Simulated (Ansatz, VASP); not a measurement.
## One calculation of Ti6H, two programs

```
Ti H
1.0
     5.66395    0.00000    0.00000
     0.00000    4.57935    0.00000
     0.00000    0.00000   24.55069
Ti H
12 2
Direct
  0.25000 0.00000 0.16293
  0.75000 0.00000 0.16293
  0.00000 0.50000 0.21677
  0.50000 0.50000 0.21677
  0.25000 0.00000 0.27062
  0.75000 0.00000 0.27062
  0.25000 0.50000 0.32566
  0.75000 0.50000 0.32566
  0.00000 0.00000 0.37797
  0.50000 0.00000 0.37797
  0.25000 0.50000 0.42975
  0.75000 0.50000 0.42975
  0.83677 0.00000 0.46112
  0.16323 0.00000 0.46112
```

Alike in both runs: task single point; functional PBE; k mesh 5 × 6 × 1; occupations gaussian, width 0.1 eV; no spin polarisation.

|  | VASP | Ansatz |
| --- | --- | --- |
| version | VASP 6.6.1 | Ansatz 0.2.0 |
| potentials or method | VASP PAW PBE potentials, release 64 (Ti_sv, H), cutoff 520 eV | scalar-relativistic, plane waves, PAW |
| valence electrons in the cell | 146 | 146 |

```csv
,VASP,Ansatz,Ansatz less VASP
gap on the k mesh at the Fermi level (eV),none,none,-
rms of the force components (eV/Å),0.424,0.424,+0.0006
"work function, face that differs most (eV)",3.34,3.34,-0.004
```

Atom by atom the forces differ by 0.004 eV/Å (rms over components). A gap of «none» marks a metal or a gap that the smearing closes.
